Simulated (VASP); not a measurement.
A run of VASP 6.6.1 is set up as follows.

INCAR

```
SYSTEM = Ti
PREC     = Accurate       ! precision mode
ENCUT    = 520            ! plane-wave cutoff, eV
EDIFF    = 1E-6           ! SCF threshold, eV
ISMEAR   = 0              ! smearing method
SIGMA    = 0.15           ! smearing width, eV
LREAL    = .FALSE.        ! projectors in reciprocal space
LASPH    = .TRUE.         ! aspherical terms in the spheres
NELM     = 100            ! most SCF steps
ALGO     = Fast           ! electronic algorithm
ISIF     = 2              ! what is computed and relaxed
LWAVE    = .FALSE.        ! write WAVECAR
LCHARG   = .FALSE.        ! write CHGCAR
GGA      = PE             ! functional
NBANDS   = 19             ! bands
```

The input KPOINTS:

```
Automatic mesh
0
G
  24 24 14
  0 0 0
```

POSCAR

```
Ti
1.0
    3.1653579912      0.0000000000      0.0000000000
   -1.5826789956      2.7412804324      0.0000000000
    0.0000000000      0.0000000000      4.0077949001
Ti
2
Direct
    0.3333333333      0.6666666667      0.2500000000
    0.6666666667      0.3333333333      0.7500000000
```

Potentials or basis: VASP PAW PBE potentials, release 64 (Ti_sv).

The run is started by

```bash
$ cat potpaw_PBE.64/Ti_sv/POTCAR > POTCAR
$ mpirun -np 1 vasp_std > vasp.out
```

Problem. Estimate the pressure.

Solution. 1.2 GPa.

Problem. Estimate the band gap on the k mesh.

Solution. Zero (bands 12 and 13 overlap by 0.92 eV).

Stress tensor (GPa, compression positive):
```
-4.41  0.00  0.00
 0.00 -4.41  0.00
 0.00  0.00 12.36
```

Caveat: the stress differs along the axes, from -4 to 12 GPa.
